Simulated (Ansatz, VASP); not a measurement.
# Two plane-wave programs on Sr

File INCAR:

```
PREC = Accurate ; ENCUT = 520
EDIFF = 1E-6 ; ISMEAR = -1
SIGMA = 0.1 ; LREAL = False
LASPH = True ; NELM = 100
ALGO = Normal ; ISIF = 2
LWAVE = False ; LCHARG = False
GGA = B5 ; ALDAX = 1.0
AGGAX = 1.0 ; AGGAC = 1.0
ALDAC = 0.0 ; NBANDS = 28
```

KPOINTS

```
regular mesh
0
Gamma
  10 10 3
```

POSCAR

```
Sr
1.0
    4.3046997420      0.0000000000      0.0000000000
   -2.1523498710      3.7279793323      0.0000000000
    0.0000000000      0.0000000000     14.0603796174
Sr
4
Direct
    1.0000000000      1.0000000000      1.0000000000
    1.0000000000      0.0000000000      0.5000000000
    0.3333333333      0.6666666667      0.2500000000
    0.6666666667      0.3333333333      0.7500000000
```

Input for Ansatz:

```yaml
crystal:
  lattice:
    - [4.304699742, 0.0, 0.0]
    - [-2.152349871, 3.7279793323, 0.0]
    - [0.0, 0.0, 14.0603796174]
  atoms:
    - { symbol: Sr, position: [1.0, 1.0, 1.0] }
    - { symbol: Sr, position: [1.0, 0.0, 0.5] }
    - { symbol: Sr, position: [0.3333333333, 0.6666666667, 0.25] }
    - { symbol: Sr, position: [0.6666666667, 0.3333333333, 0.75] }
hamiltonian:
  xc: blyp
  pseudopotentials:
    kind: paw
    azcp:
      Sr: "pseudopotentials/Sr.paw.azcp"
basis:
  ecutwfc: 420
  fft_grid_basis: typed
kpoints:
  mp_grid: { grid: [10, 10, 3], shift: [0, 0, 0] }
magnetization:
  spin_polarized: false
scf:
  occupations: { method: fermi_dirac, width: 0.1 }
  lower_state_search: "off"
output:
  stress: true
```

Alike in both runs: task single point; functional BLYP; k mesh 10 × 10 × 3; occupations fermi-dirac, width 0.1 eV; no spin polarisation.

|  | VASP | Ansatz |
| --- | --- | --- |
| version | VASP 6.6.1 | Ansatz 0.2.0 |
| potentials or method | VASP PAW PBE potentials, release 64 (Sr_sv), cutoff 520 eV | plane waves (420 eV) with PAW, scalar-relativistic |
| valence electrons in the cell | 40 | 40 |

|  | VASP | Ansatz | Ansatz less VASP |
| --- | --- | --- | --- |
| pressure (GPa) | 0.0 | 0.0 | 0.00 |

VASP's potentials were made for PBE, not for BLYP.
